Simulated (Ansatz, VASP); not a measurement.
**Ni: VASP beside Ansatz**

The input INCAR:

```
ALGO = Normal
EDIFF = 1E-6
EDIFFG = -0.003
ENCUT = 600
GGA = PE
IBRION = 2
ISIF = 3
ISMEAR = 0
ISPIN = 2
LASPH = T
LCHARG = F
LMAXMIX = 4
LORBIT = 11
LREAL = F
LWAVE = F
MAGMOM = 0.7
NELM = 150
NSW = 80
PREC = Accurate
SIGMA = 0.1
```

Contents of KPOINTS:

```
k-points
0
Gamma
  36 36 36
```

Contents of POSCAR:

```
Ni
1.0
    0.0000000000      1.7600000000      1.7600000000
    1.7600000000      0.0000000000      1.7600000000
    1.7600000000      1.7600000000      0.0000000000
Ni
1
Direct
    0.0000000000      0.0000000000      0.0000000000
```

Input for Ansatz:

```yaml
crystal:
  lattice:
    - [0.0, 1.76, 1.76]
    - [1.76, 0.0, 1.76]
    - [1.76, 1.76, 0.0]
  atoms:
    - { symbol: Ni, position: [0.0, 0.0, 0.0], spin: 0.7 }
magnetization:
  spin_polarized: true
scf:
  occupations: { method: gaussian, width: 0.1 }
output:
  forces: true
  stress: true
  eigenvalues: true
  populations: true
  write_density: true
  write_potential: true
  elf: true
  volumetric_format: npy
hamiltonian:
  xc: pbe
relax:
  f_tol: 0.003
  max_steps: 60
  cell: { stress_tol: 0.02 }
kpoints:
  mp_grid: { grid: [36, 36, 36] }
```

Alike in both runs: task relaxation of cell and atoms; functional PBE; k mesh 36 × 36 × 36; occupations gaussian, width 0.1 eV; collinear spin.

```csv
,VASP,Ansatz
version,VASP 6.6.1,Ansatz 0.2.0
potentials or method,"VASP PAW PBE potentials, release 64 (Ni)","scalar-relativistic, plane waves, PAW"
plane-wave cutoff (eV),600,420
valence electrons in the cell,10,18
```

```csv
,VASP,Ansatz,Ansatz less VASP
"gap on the k mesh at the Fermi level, each at its own relaxed structure (eV)",none,none,-
net moment per atom (μB),0.63,0.64,+0.013
size of the moment on the site where the two differ most (μB),0.64,0.68,+0.040
relaxed volume (Å³/atom),10.88,10.89,+0.009
relaxed length of the cell vector where the two differ most in proportion (Å),2.487,2.488,+0.0007
```

Site moments also hang on the region over which each program counts them. A gap of «none» marks a metal or a gap that the smearing closes. VASP's potentials hold 10 valence electrons a cell and Ansatz's 18, so a difference there can come from the potentials and not from the codes.
